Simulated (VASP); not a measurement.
# Li (P6_3/mmc) in VASP: density of states with PBEsol+D3(BJ)

Aim: the density of states of Li with PBEsol+D3(BJ).

Everything below comes from runs of VASP 6.6.1. Logs are shortened: lines on timing, memory, paths and dates and some standing lists are left out, and cuts for length are marked.

## Step 1: The cell of the first run

It takes space group P6_3/mmc (No. 194, hexagonal). The conventional cell has a = 2.959 Å, b = 2.959 Å, c = 4.871 Å, α = 90.00°, β = 90.00°, γ = 120.00°. Li (site symmetry -6m2) has 12 Li at 2.96 to 2.98 Å within 3.9 Å.

## Step 2: Density of states, PBEsol+D3(BJ)

File POSCAR:

```
Li
1.0
    2.9593328770      0.0000000000      0.0000000000
   -1.4796664385      2.5628574497      0.0000000000
    0.0000000000      0.0000000000      4.8714967478
Li
2
Direct
    0.3333333333      0.6666666667      0.2500000000
    0.6666666667      0.3333333333      0.7500000000
```

File INCAR.step1:

```
SYSTEM = Li
PREC = Accurate
ENCUT = 520
EDIFF = 1E-6
ISMEAR = 1
SIGMA = 0.1
LREAL = .False.
LASPH = .True.
NELM = 80
ALGO = Normal
ISIF = 2
LWAVE = .False.
LCHARG = .True.
GGA = PS
IVDW = 12
NBANDS = 10
```

File KPOINTS.step1:

```
regular mesh
0
Gamma
  10 10 5
  0 0 0
```

File INCAR.step2:

```
SYSTEM = Li
PREC = Accurate
ENCUT = 520
EDIFF = 1E-6
ISMEAR = -5
SIGMA = 0.1
LREAL = .False.
LASPH = .True.
NELM = 80
ALGO = Normal
ISIF = 2
LWAVE = .False.
LCHARG = .False.
GGA = PS
IVDW = 12
LORBIT = 10
NEDOS = 1001
ICHARG = 11
```

File KPOINTS.step2:

```
regular mesh
0
Gamma
  15 15 8
  0 0 0
```

Potentials or basis: VASP PAW PBE potentials, release 64 (Li_sv).

Command:

```
$ cat potpaw_PBE.64/Li_sv/POTCAR > POTCAR
$ cp INCAR.step1 INCAR
$ cp KPOINTS.step1 KPOINTS
$ mpirun -np 1 vasp_std > vasp.out
$ cp INCAR.step2 INCAR
$ cp KPOINTS.step2 KPOINTS
$ mpirun -np 1 vasp_std > vasp.out
```

OUTCAR:

```text
SYSTEM = Li
   PREC = Accurate
   ENCUT = 520
   EDIFF = 1E-6
   ISMEAR = -5
   LREAL = .False.
   LASPH = .True.
   NELM = 80
   ISIF = 2
   GGA = PS
   IVDW = 12
   LORBIT = 10
   ICHARG = 11
 IVDW          = 12

 ion  position               nearest neighbor table
   1  0.333  0.667  0.250-
   2  0.667  0.333  0.750-

  LATTYP: Found a hexagonal cell.
 ALAT       =     2.9593328770
 C/A-ratio  =     1.6461469359

  Lattice vectors:

 A1 = (   2.9593328770,   0.0000000000,   0.0000000000)
 A2 = (  -1.4796664385,   2.5628574497,   0.0000000000)
 A3 = (   0.0000000000,   0.0000000000,   4.8714967478)

Analysis of symmetry for initial positions (statically):
=====================================================================
 Subroutine PRICEL returns:
 Original cell was already a primitive cell.

 Routine SETGRP: Setting up the symmetry group for a
 hexagonal supercell.

 Subroutine GETGRP returns: Found 24 space group operations
 (whereof 12 operations were pure point group operations)
 out of a pool of 24 trial point group operations.

The static configuration has the point symmetry D_3d.
 The point group associated with its full space group is D_6h.

Analysis of symmetry for dynamics (positions and initial velocities):
=====================================================================
 Subroutine PRICEL returns:
 Original cell was already a primitive cell.

 Routine SETGRP: Setting up the symmetry group for a
 hexagonal supercell.

 Subroutine GETGRP returns: Found 24 space group operations
 (whereof 12 operations were pure point group operations)
 out of a pool of 24 trial point group operations.

The dynamic configuration has the point symmetry D_3d.
 The point group associated with its full space group is D_6h.

 Subroutine INISYM returns: Found 24 space group operations
 (whereof 12 operations are pure point group operations),
 and found     1 'primitive' translations

----------------------------------------------------------------------------------------

                                     Primitive cell

  volume of cell :      36.9471

  direct lattice vectors                    reciprocal lattice vectors
     2.959332877  0.000000000  0.000000000     0.337913997  0.195094737  0.000000000
    -1.479666439  2.562857450  0.000000000     0.000000000  0.390189474  0.000000000
     0.000000000  0.000000000  4.871496748     0.000000000  0.000000000  0.205275720
[... 95 lines left out ...]
   TEBEG  =    0.0;   TEEND  =   0.0 temperature during run
   PSTRESS=    0.0 pullay stress
   NELECT =       6.0000    total number of electrons
   NUPDOWN=      -1.0000    fix difference up-down
   EMIN   =  10.00;   EMAX   =-10.00  energy-range for DOS
   EFERMI =   0.00;   METHOD = LEGACY
   ISMEAR =    -5;   SIGMA  =   0.10  broadening in eV -4-tet -1-fermi 0-gaus
   EFERMI_NEDOS =   21; number of points for ismear=-14 and -15
   IALGO  =     38    algorithm
   IMIX   =      4    mixing-type and parameters
     AMIX     =   0.40;   BMIX     =  1.00
     AMIX_MAG =   1.60;   BMIX_MAG =  1.00
  volume/ion in A,a.u.               =      18.47       124.67
  Fermi-wavevector in a.u.,A,eV,Ry     =   0.893165  1.687837 10.853962  0.797744
  Thomas-Fermi vector in A             =   2.015207
   LORBIT       =     10    0 simple, 1 ext, 2 COOP (PROOUT), +10 PAW based schemes
   GGA     = PS    functional components
   LHFCALC =     F    Hartree Fock is set to
   AEXX    =    0.0000 exact exchange contribution
   IVDW    =    12    specifies the selected vdW correction
   LEPSILON=     F    determine dielectric tensor
   LRPA    =     F    only Hartree local field effects (RPA)
 non-spin polarized calculation
 Fermi weights with tetrahedron method with Bloechl corrections
  energy-cutoff  :      520.00
  volume of cell :       36.95
 maximum number of plane-waves:      1020
 NGX is ok and might be reduce to    24

 number of electron       6.0000009 magnetization

 Free energy of the ion-electron system (eV)
  ---------------------------------------------------
  ext. energy  EPLUGINS =         0.00000000
  ---------------------------------------------------
  free energy    TOTEN  =        -3.91887779 eV

  energy without entropy =       -3.91887779  energy(sigma->0) =       -3.91887779

 E-fermi :   0.8898     XC(G=0):  -7.2482

 val. band max:        0.9282094159   @ k =   0.4667   0.0667   0.1250
 cond. band min:       0.8832034705   @ k =   0.4000   0.0667   0.3750
 fundamental gap:     -0.0450059455
 Fermi energy:         0.8898362983

 k-point     1 :       0.0000    0.0000    0.0000
  band No.  band energies     occupation
      1     -44.8663      2.00000
      2     -44.8392      2.00000
      3      -2.7763      2.00000
      4       0.7885      2.00000
      5       4.0797      0.00000
      6      14.2873      0.00000
      7      14.2873      0.00000
[... 221 lines left out ...]
 k-point    24 :       0.4000    0.2000    0.0000
  band No.  band energies     occupation
      1     -44.8351      2.00000
      2     -44.8298      2.00000
      3       1.4257     -0.23341
      4       2.5488      0.00000
      5       5.4764      0.00000
      6       6.5082      0.00000
      7       7.5427      0.00000

 [... further k-points ...]

------------------------ aborting loop because EDIFF is reached ----------------------------------------

 Edisp (eV)   -0.32832

 E8    (eV) :    -0.2103

  FORCE on cell =-STRESS in cart. coord.  units (eV):
  Direction    XX          YY          ZZ          XY          YZ          ZX
  --------------------------------------------------------------------------------------
  -------------------------------------------------------------------------------------
  Total      -0.02934    -0.02934    -0.07031     0.00000     0.00000     0.00000
  in kB      -1.27221    -1.27221    -3.04889     0.00000     0.00000     0.00000
  external pressure =       -1.86 kB  Pullay stress =        0.00 kB

 VOLUME and BASIS-vectors are now :
 -----------------------------------------------------------------------------
  energy-cutoff  :      520.00
  volume of cell :       36.95
      direct lattice vectors                 reciprocal lattice vectors
     2.959332877  0.000000000  0.000000000     0.337913997  0.195094737  0.000000000
    -1.479666439  2.562857450  0.000000000     0.000000000  0.390189474  0.000000000
     0.000000000  0.000000000  4.871496748     0.000000000  0.000000000  0.205275720

 POSITION                                       TOTAL-FORCE (eV/Angst)
 -----------------------------------------------------------------------------------
     -0.00000      1.70857      1.21787         0.000000     -0.000000     -0.000000
      1.47967      0.85429      3.65362        -0.000000      0.000000      0.000000
 -----------------------------------------------------------------------------------
    total drift:                               -0.000000      0.000000      0.000000

  FREE ENERGIE OF THE ION-ELECTRON SYSTEM (eV)
  ---------------------------------------------------
  free  energy   TOTEN  =        -4.2471957627 eV

  energy  without entropy=       -4.2471957627  energy(sigma->0) =       -4.24719576

 total charge

# of ion       s       p       d       tot
------------------------------------------
    1        2.036   0.051   0.000   2.087
    2        2.036   0.051   0.000   2.087
--------------------------------------------------
tot          4.072   0.103   0.000   4.175
```

OSZICAR.step1:

```text
N       E                     dE             d eps       ncg     rms          rms(c)
DAV:   1     0.187231685200E+02    0.18723E+02   -0.34744E+03   840   0.586E+02
DAV:   2    -0.106996522640E+01   -0.19793E+02   -0.19038E+02  1058   0.113E+02
DAV:   3    -0.389561086254E+01   -0.28256E+01   -0.28092E+01  1388   0.332E+01
DAV:   4    -0.392339839221E+01   -0.27788E-01   -0.27764E-01  1112   0.413E+00
DAV:   5    -0.392367662359E+01   -0.27823E-03   -0.27822E-03  1146   0.357E-01    0.405E-01
DAV:   6    -0.392079979698E+01    0.28768E-02   -0.14181E-03  1252   0.198E-01    0.227E-01
DAV:   7    -0.391975405441E+01    0.10457E-02   -0.34094E-03  1110   0.317E-01    0.451E-02
DAV:   8    -0.391981334848E+01   -0.59294E-04   -0.52115E-04  1068   0.150E-01    0.757E-03
DAV:   9    -0.391980991580E+01    0.34327E-05   -0.11322E-05  1164   0.240E-02    0.119E-03
DAV:  10    -0.391980876987E+01    0.11459E-05   -0.43676E-07   810   0.440E-03    0.446E-04
DAV:  11    -0.391980847555E+01    0.29432E-06   -0.33107E-08   502   0.167E-03
   1 F= -.42481264E+01 E0= -.42485371E+01  d E =0.123188E-02
```

It took 19 s on 1 thread of AMD EPYC 9R14 (Zen 4), shared host; peak memory 0.13 GiB.

What came out:

| Item | Value |
| --- | --- |
| Valence electrons inside the program's atomic spheres | Li 2.09 |
| Dispersion energy per atom | -0.164 eV |

Caveat: the cutoff is under 1.25 times the usual one of these potentials, so pressure, stress and relaxed cells hold a basis-set (Pulay) error; the PAW data sets were made with another functional, which shifts forces and pressure a little; pairwise dispersion overbinds metals, which lowers pressure and volume; tetrahedron occupations give inexact forces and stress in metals.
